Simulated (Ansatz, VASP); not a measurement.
**One calculation of SnO2, two programs**

```
Sn O
1.0
     1.48773    0.85894    4.60857
    -1.48773    0.85894    4.60857
     0.00000   -1.71788    4.60857
Sn O
1 2
Direct
  0.50000 0.50000 0.50000
  0.23717 0.23717 0.23717
  0.76283 0.76283 0.76283
```

Change from the starting cell: strain -0.080 along x and y, -0.040 along z, atoms carried along.

Alike in both runs: task single point; functional r2SCAN; k mesh 12 × 12 × 12; occupations gaussian, width 0.05 eV; no spin polarisation.

|  | VASP | Ansatz |
| --- | --- | --- |
| version | VASP 6.6.1 | Ansatz 0.2.0 |
| potentials or method | VASP PAW PBE potentials, release 64 (Sn_d, O), cutoff 520 eV | scalar-relativistic, plane waves, PAW |
| valence electrons in the cell | 26 | 26 |

Ansatz gave:

- gap on the k mesh at the Fermi level (eV): 4.43
- least direct gap on the mesh (eV): 4.89
- pressure (GPa): 44.6
- traceless stress, the component that is largest in VASP (GPa): -22.59
- rms of the force components (eV/Å): 1.159

Problem. Estimate VASP's values.

Solution. gap on the k mesh at the Fermi level (eV): 4.44; least direct gap on the mesh (eV): 4.91; pressure (GPa): 46.9; traceless stress, the component that is largest in VASP (GPa): -23.74; rms of the force components (eV/Å): 1.235.

VASP's potentials were made for PBE, not for r2SCAN. Atom by atom the forces differ by 0.076 eV/Å (rms over components). Both programs put the cell under a high pressure, so it lies far from rest at this level.
